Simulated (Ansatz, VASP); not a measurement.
Two plane-wave programs on Ag

```xyz
1
Lattice="0.0000 2.0431 2.1963 2.0431 0.0000 2.1963 2.0431 2.0431 0.0000" Properties=species:S:1:pos:R:3 pbc="T T T"
Ag    0.0000    0.0000    0.0000
```

Change from the starting cell: strain +0.0750 x Voigt [0, 0, 1, 0, 0, 0], atoms carried along.

Alike in both runs: task single point; functional r2SCAN; k mesh 20 × 20 × 20; occupations gaussian, width 0.15 eV; no spin polarisation.

|  | VASP | Ansatz |
| --- | --- | --- |
| version | VASP 6.6.1 | Ansatz 0.2.0 |
| potentials or method | VASP PAW PBE potentials, release 64 (Ag), cutoff 520 eV | scalar-relativistic, plane waves, PAW |
| valence electrons in the cell | 11 | 19 |

```tsv
	VASP	Ansatz	Ansatz less VASP
gap on the k mesh at the Fermi level (eV)	none	none	-
pressure (GPa)	-4.9	-5.0	-0.06
traceless stress, the component that is largest in VASP (GPa)	-1.82	-1.79	+0.029
```

VASP's potentials were made for PBE, not for r2SCAN. A gap of «none» marks a metal or a gap that the smearing closes. VASP's potentials hold 11 valence electrons a cell and Ansatz's 19, so a difference there can come from the potentials and not from the codes.
